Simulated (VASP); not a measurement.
# Ba (Im-3m) in VASP: further runs

The runs below take Ba through single point, with LDA.

All numbers are computed with VASP 6.6.1; they aren't measurements. Logs are shortened: lines on timing, memory, paths and dates and some standing lists are left out, and cuts for length are marked.

## (1) The cell of the first run

Symmetry: Im-3m, No. 229, cubic system. Conventional cell: a = 4.013 Å, b = 4.013 Å, c = 4.013 Å, α = 90.00°, β = 90.00°, γ = 90.00°. Within 4.6 Å of Ba (site symmetry m-3m) lie 14 Ba at 3.48 to 4.01 Å.

## (2) Single point, LDA (32.31 Å³/atom)

Contents of POSCAR:

```
Ba
1.0
   -2.0064748489      2.0064748489      2.0064748489
    2.0064748489     -2.0064748489      2.0064748489
    2.0064748489      2.0064748489     -2.0064748489
Ba
1
Direct
    0.0000000000      0.0000000000      0.0000000000
```

Contents of INCAR.step1:

```
ALGO = Normal
EDIFF = 1E-6
ENCUT = 520
GGA = CA
ISIF = 2
ISMEAR = -1
LASPH = True
LCHARG = True
LREAL = False
LWAVE = False
NBANDS = 11
NELM = 80
PREC = Accurate
SIGMA = 0.05
```

Contents of KPOINTS.step1:

```
k-points
0
Gamma
  11 11 11
```

Contents of INCAR.step2:

```
ALGO = Normal
EDIFF = 1E-6
ENCUT = 520
GGA = CA
ICHARG = 11
ISIF = 2
ISMEAR = -5
LASPH = True
LCHARG = False
LORBIT = 10
LREAL = False
LWAVE = False
NEDOS = 1001
NELM = 80
PREC = Accurate
SIGMA = 0.05
```

Contents of KPOINTS.step2:

```
k-points
0
Gamma
  17 17 17
```

Potentials or basis: VASP PAW LDA potentials, release 64 (Ba_sv).

Started as:

```bash
$ cat potpaw_LDA.64/Ba_sv/POTCAR > POTCAR
$ cp INCAR.step1 INCAR
$ cp KPOINTS.step1 KPOINTS
$ mpirun -np 1 vasp_std > vasp.out
$ cp INCAR.step2 INCAR
$ cp KPOINTS.step2 KPOINTS
$ mpirun -np 1 vasp_std > vasp.out
```

OUTCAR:

```text
EDIFF = 1E-6
   ENCUT = 520
   GGA = CA
   ICHARG = 11
   ISIF = 2
   ISMEAR = -5
   LASPH = True
   LORBIT = 10
   LREAL = False
   NELM = 80
   PREC = Accurate

 ion  position               nearest neighbor table
   1  0.000  0.000  0.000-

  LATTYP: Found a body centered cubic cell.
 ALAT       =     4.0129496978

  Lattice vectors:

 A1 = (  -2.0064748489,   2.0064748489,   2.0064748489)
 A2 = (   2.0064748489,  -2.0064748489,   2.0064748489)
 A3 = (   2.0064748489,   2.0064748489,  -2.0064748489)

Analysis of symmetry for initial positions (statically):
=====================================================================
 Subroutine PRICEL returns:
 Original cell was already a primitive cell.

 Routine SETGRP: Setting up the symmetry group for a
 body centered cubic supercell.

 Subroutine GETGRP returns: Found 48 space group operations
 (whereof 48 operations were pure point group operations)
 out of a pool of 48 trial point group operations.

The static configuration has the point symmetry O_h .

Analysis of symmetry for dynamics (positions and initial velocities):
=====================================================================
 Subroutine PRICEL returns:
 Original cell was already a primitive cell.

 Routine SETGRP: Setting up the symmetry group for a
 body centered cubic supercell.

 Subroutine GETGRP returns: Found 48 space group operations
 (whereof 48 operations were pure point group operations)
 out of a pool of 48 trial point group operations.

The dynamic configuration has the point symmetry O_h .

 Subroutine INISYM returns: Found 48 space group operations
 (whereof 48 operations are pure point group operations),
 and found     1 'primitive' translations

----------------------------------------------------------------------------------------

                                     Primitive cell

  volume of cell :      32.3118

  direct lattice vectors                    reciprocal lattice vectors
    -2.006474849  2.006474849  2.006474849     0.000000000  0.249193256  0.249193256
     2.006474849 -2.006474849  2.006474849     0.249193256  0.000000000  0.249193256
     2.006474849  2.006474849 -2.006474849     0.249193256  0.249193256  0.000000000

  length of vectors
     3.475316382  3.475316382  3.475316382     0.352412482  0.352412482  0.352412482

  position of ions in fractional coordinates (direct lattice)
     0.000000000  0.000000000  0.000000000

  ion indices of the primitive-cell ions
   primitive index   ion index
                 1           1

----------------------------------------------------------------------------------------

 KPOINTS: k-points

Automatic generation of k-mesh.
 Grid dimensions read from file:
 generate k-points for:   17   17   17

 Generating k-lattice:

  Cartesian coordinates                     Fractional coordinates (reciprocal lattice)
     0.000000000  0.014658427  0.014658427     0.058823529  0.000000000  0.000000000
     0.014658427  0.000000000  0.014658427     0.000000000  0.058823529  0.000000000
     0.014658427  0.014658427  0.000000000     0.000000000  0.000000000  0.058823529

  Length of vectors
     0.020730146  0.020730146  0.020730146

  Shift w.r.t. Gamma in fractional coordinates (k-lattice)
     0.000000000  0.000000000  0.000000000

 TETIRR: Found   5734 inequivalent tetrahedra from    29478

 Subroutine IBZKPT returns following result:
 ===========================================

 Found    165 irreducible k-points:

 Following reciprocal coordinates:
            Coordinates               Weight
  0.000000  0.000000  0.000000      1.000000
  0.058824  0.000000  0.000000     12.000000
  0.117647  0.000000  0.000000     12.000000
  0.176471  0.000000  0.000000     12.000000
  0.235294  0.000000  0.000000     12.000000
  0.294118  0.000000  0.000000     12.000000
[... 16 lines left out ...]
  0.411765  0.117647  0.000000     48.000000
  0.176471  0.176471  0.000000     24.000000
 [... further k-points ...]
   k-points           NKPTS =    165   k-points in BZ     NKDIM =    165   number of bands    NBANDS=      9
   number of dos      NEDOS =   1001   number of ions     NIONS =      1
   total plane-waves  NPLWV =  21952
   dimension x,y,z NGX =    28 NGY =   28 NGZ =   28
   dimension x,y,z NGXF=    56 NGYF=   56 NGZF=   56
   ions per type =               1
   NGX,Y,Z   is equivalent  to a cutoff of  13.39, 13.39, 13.39 a.u.
   NGXF,Y,Z  is equivalent  to a cutoff of  26.79, 26.79, 26.79 a.u.
 SYSTEM =  unknown system
   PREC   = accura    normal or accurate (medium, high low for compatibility)
   ISTART =      0    job   : 0-new  1-cont  2-samecut
   ICHARG =     11    charge: 1-file 2-atom 10-const
   ISPIN  =      1    spin polarized calculation?
   LNONCOLLINEAR =      F non collinear calculations
   LSORBIT =      F    spin-orbit coupling
   LASPH  =      T    aspherical Exc in radial PAW
   ENCUT  =  520.0 eV  38.22 Ry    6.18 a.u.   6.46  6.46  6.46*2*pi/ulx,y,z
   NELM   =     80;   NELMIN=  2; NELMDL=  0     # of ELM steps
   EDIFF  = 0.1E-05   stopping-criterion for ELM
   LREAL  =      F    real-space projection
   EDIFFG = 0.1E-04   stopping-criterion for IOM
   NSW    =      0    number of steps for IOM
   IBRION =     -1    ionic relax: 0-MD 1-quasi-New 2-CG
   NFREE  =      0    steps in history (QN), initial steepest desc. (CG)
   ISIF   =      2    stress and relaxation
   ISYM   =      2    0-nonsym 1-usesym 2-fastsym
   POTIM  = 0.5000    time-step for ionic-motion
   TEBEG  =    0.0;   TEEND  =   0.0 temperature during run
   PSTRESS=    0.0 pullay stress
   NELECT =      10.0000    total number of electrons
   NUPDOWN=      -1.0000    fix difference up-down
   EMIN   =  10.00;   EMAX   =-10.00  energy-range for DOS
   EFERMI =   0.00;   METHOD = LEGACY
   ISMEAR =    -5;   SIGMA  =   0.05  broadening in eV -4-tet -1-fermi 0-gaus
   EFERMI_NEDOS =   21; number of points for ismear=-14 and -15
   IALGO  =     38    algorithm
   IMIX   =      4    mixing-type and parameters
     AMIX     =   0.40;   BMIX     =  1.00
     AMIX_MAG =   1.60;   BMIX_MAG =  1.00
  volume/ion in A,a.u.               =      32.31       218.05
  Fermi-wavevector in a.u.,A,eV,Ry     =   1.107357  2.092602 16.684011  1.226240
  Thomas-Fermi vector in A             =   2.243870
   LORBIT       =     10    0 simple, 1 ext, 2 COOP (PROOUT), +10 PAW based schemes
   GGA     = CA    functional components
   LHFCALC =     F    Hartree Fock is set to
   AEXX    =    0.0000 exact exchange contribution
   IVDW    =     0    specifies the selected vdW correction
   LEPSILON=     F    determine dielectric tensor
   LRPA    =     F    only Hartree local field effects (RPA)
 non-spin polarized calculation
 Fermi weights with tetrahedron method with Bloechl corrections
  energy-cutoff  :      520.00
  volume of cell :       32.31
 maximum number of plane-waves:       911
 NGX is ok and might be reduce to    28

 number of electron      10.0000000 magnetization

 Free energy of the ion-electron system (eV)
  ---------------------------------------------------
  ext. energy  EPLUGINS =         0.00000000
  ---------------------------------------------------
  free energy    TOTEN  =        -1.70390770 eV

  energy without entropy =       -1.70390770  energy(sigma->0) =       -1.70390770

 E-fermi :   4.5343     XC(G=0): -10.1175

 val. band max:        4.6585209696   @ k =   0.1176   0.1176   0.1176
 cond. band min:       4.5592810659   @ k =  -0.4118   0.4706   0.2353
 fundamental gap:     -0.0992399037
 Fermi energy:         4.5342817143

 k-point     1 :       0.0000    0.0000    0.0000
  band No.  band energies     occupation
      1     -24.0814      2.00000
      2      -7.6883      2.00000
      3      -7.6883      2.00000
      4      -7.6883      2.00000
      5       2.2408      2.00000
      6       6.8338      0.00000
      7       6.8338      0.00000
      8       6.8338      0.00000
      9       9.4935      0.00000

 k-point     2 :       0.0588    0.0000    0.0000
  band No.  band energies     occupation
      1     -24.0633      2.00000
      2      -7.8150      2.00000
      3      -7.7223      2.00000
      4      -7.6910      2.00000
      5       2.4056      2.00000
      6       6.7101      0.00000
      7       6.7925      0.00000
      8       6.9854      0.00000
      9       9.2186      0.00000

 k-point     3 :       0.1176    0.0000    0.0000
  band No.  band energies     occupation
      1     -24.0109      2.00000
      2      -8.1600      2.00000
      3      -7.8178      2.00000
      4      -7.6986      2.00000
      5       2.8379      2.00000
      6       6.3920      0.00000
      7       6.6310      0.00000
      8       7.4329      0.00000
      9       8.8395      0.00000

 k-point     4 :       0.1765    0.0000    0.0000
  band No.  band energies     occupation
      1     -23.9298      2.00000
      2      -8.6418      2.00000
      3      -7.9572      2.00000
      4      -7.7104      2.00000
      5       3.3454      2.00000
      6       5.9827      0.00000
      7       6.4110      0.00000
      8       8.1555      0.00000
      9       8.7926      0.00000

 k-point     5 :       0.2353    0.0000    0.0000
  band No.  band energies     occupation
      1     -23.8293      2.00000
      2      -9.1731      2.00000
      3      -8.1177      2.00000
      4      -7.7249      2.00000
      5       3.6101      2.00000
      6       5.5672      0.00000
      7       6.4882      0.00000
      8       9.0648      0.00000
      9       9.1240      0.00000

 k-point     6 :       0.2941    0.0000    0.0000
  band No.  band energies     occupation
      1     -23.7218      2.00000
      2      -9.6812      2.00000
      3      -8.2759      2.00000
      4      -7.7401      2.00000
      5       3.4937      2.00000
      6       5.1974      0.00000
      7       7.0502      0.00000
      8       9.5169      0.00000
      9       9.6141      0.00000
[... 169 lines left out ...]
 k-point    21 :       0.2941    0.1176    0.0000
  band No.  band energies     occupation
      1     -23.5948      2.00000
      2     -10.0772      2.00000
      3      -8.5441      2.00000
      4      -7.8967      2.00000
      5       3.6613      2.00000
      6       5.0456      0.00000
      7       7.1837      0.00000
      8       9.2945      0.00000
      9      10.7506      0.00000

 k-point    22 :       0.3529    0.1176    0.0000
  band No.  band energies     occupation
      1     -23.5224      2.00000
      2     -10.3400      2.00000
      3      -8.6732      2.00000
      4      -7.9122      2.00000
      5       3.4270      2.00000
      6       4.8949      0.00000
      7       7.8751      0.00000
      8       9.6469      0.00000
      9      11.0375      0.00000

 k-point    23 :       0.4118    0.1176    0.0000
  band No.  band energies     occupation
      1     -23.4829      2.00000
      2     -10.4784      2.00000
      3      -8.7410      2.00000
      4      -7.9203      2.00000
      5       3.2982      2.00000
      6       4.8186      0.00000
      7       8.4092      0.00000
      8       9.5660      0.00000
      9      11.4275      0.00000

 k-point    24 :       0.1765    0.1765    0.0000
  band No.  band energies     occupation
      1     -23.6978      2.00000
      2      -9.6337      2.00000
      3      -8.3731      2.00000
      4      -7.9180      2.00000
      5       4.2080      2.00504
      6       5.3450      0.00000
      7       6.1074      0.00000
      8       8.5481      0.00000
      9      10.7083      0.00000

 [... further k-points ...]

------------------------ aborting loop because EDIFF is reached ----------------------------------------

  FORCE on cell =-STRESS in cart. coord.  units (eV):
  Direction    XX          YY          ZZ          XY          YZ          ZX
  --------------------------------------------------------------------------------------
  -------------------------------------------------------------------------------------
  Total        2.3418870      2.3418870      2.3418870      0.0000000      0.0000000      0.0000000
  in kB      116.1222310    116.1222310    116.1222310      0.0000000      0.0000000      0.0000000
  external PRESSURE =     116.1222310 kB  Pullay stress =       0.0000000 kB

 VOLUME and BASIS-vectors are now :
 -----------------------------------------------------------------------------
  energy-cutoff  :      520.00
  volume of cell :       32.31
      direct lattice vectors                 reciprocal lattice vectors
    -2.006474849  2.006474849  2.006474849     0.000000000  0.249193256  0.249193256
     2.006474849 -2.006474849  2.006474849     0.249193256  0.000000000  0.249193256
     2.006474849  2.006474849 -2.006474849     0.249193256  0.249193256  0.000000000

 POSITION                                       TOTAL-FORCE (eV/Angst)
 -----------------------------------------------------------------------------------
      0.00000      0.00000      0.00000        -0.000000     -0.000000     -0.000000
 -----------------------------------------------------------------------------------
    total drift:                               -0.000000     -0.000000      0.000000

  FREE ENERGIE OF THE ION-ELECTRON SYSTEM (eV)
  ---------------------------------------------------
  free  energy   TOTEN  =        -1.7039076980 eV

  energy  without entropy=       -1.7039076980  energy(sigma->0) =       -1.70390770

 total charge

# of ion       s       p       d       tot
------------------------------------------
    1        2.099   5.450   0.733   8.282
```

It took 52 s on 1 thread of Intel Xeon Platinum 8259CL at 2.50GHz (Skylake/Cascade Lake), shared host; peak memory 0.18 GiB.

What came out:

```
Valence electrons inside the program's atomic spheres : Ba 8.28
```

Caveat: spin-orbit coupling is left out, which moves the levels of the heavy elements; tetrahedron occupations give inexact forces and stress in metals.

## (3) Single point, LDA (32.31 Å³/atom)

POSCAR is that of step 2.

Contents of INCAR.step1:

```
SYSTEM = Ba
ALGO = Normal
EDIFF = 1E-7
ENCUT = 520
GGA = CA
ISIF = 2
ISMEAR = -1
LASPH = .True.
LCHARG = .True.
LREAL = .False.
LWAVE = .False.
NBANDS = 11
NELM = 60
PREC = Accurate
SIGMA = 0.05
```

Contents of KPOINTS.step1:

```
k-points
0
Gamma
  11 11 11
  0 0 0
```

Contents of INCAR.step2:

```
SYSTEM = Ba
ALGO = Normal
EDIFF = 1E-7
ENCUT = 520
GGA = CA
ICHARG = 11
ISIF = 2
ISMEAR = -5
LASPH = .True.
LCHARG = .False.
LORBIT = 10
LREAL = .False.
LWAVE = .False.
NBANDS = 11
NEDOS = 1001
NELM = 60
PREC = Accurate
SIGMA = 0.05
```

Contents of KPOINTS.step2:

```
k-points
0
Gamma
  17 17 17
  0 0 0
```

Potentials or basis: VASP PAW LDA potentials, release 64 (Ba_sv).

Started as:

```bash
$ cat potpaw_LDA.64/Ba_sv/POTCAR > POTCAR
$ cp INCAR.step1 INCAR
$ cp KPOINTS.step1 KPOINTS
$ mpirun -np 1 vasp_std > vasp.out
$ cp INCAR.step2 INCAR
$ cp KPOINTS.step2 KPOINTS
$ mpirun -np 1 vasp_std > vasp.out
```

Wall time 51 s (1 thread of Intel Xeon Platinum 8259CL at 2.50GHz (Skylake/Cascade Lake), shared host); peak memory 0.19 GiB.

Results (log left out):

```yaml
Valence_electrons_inside_the_program's_atomic_spheres: Ba 8.28
```

Levels at points of the mesh, in eV from the Fermi level:
```
           k point  band 1  band 2  band 3  band 4  band 5  band 6  band 7  band 8  band 9  band 10
(0.00, 0.00, 0.00)  -28.62  -12.22  -12.22  -12.22   -2.29    2.30    2.30    2.30    4.96     4.96
```

Caveat: spin-orbit coupling is left out, which moves the levels of the heavy elements; tetrahedron occupations give inexact forces and stress in metals.

(Part 1 of 2 ends here.)
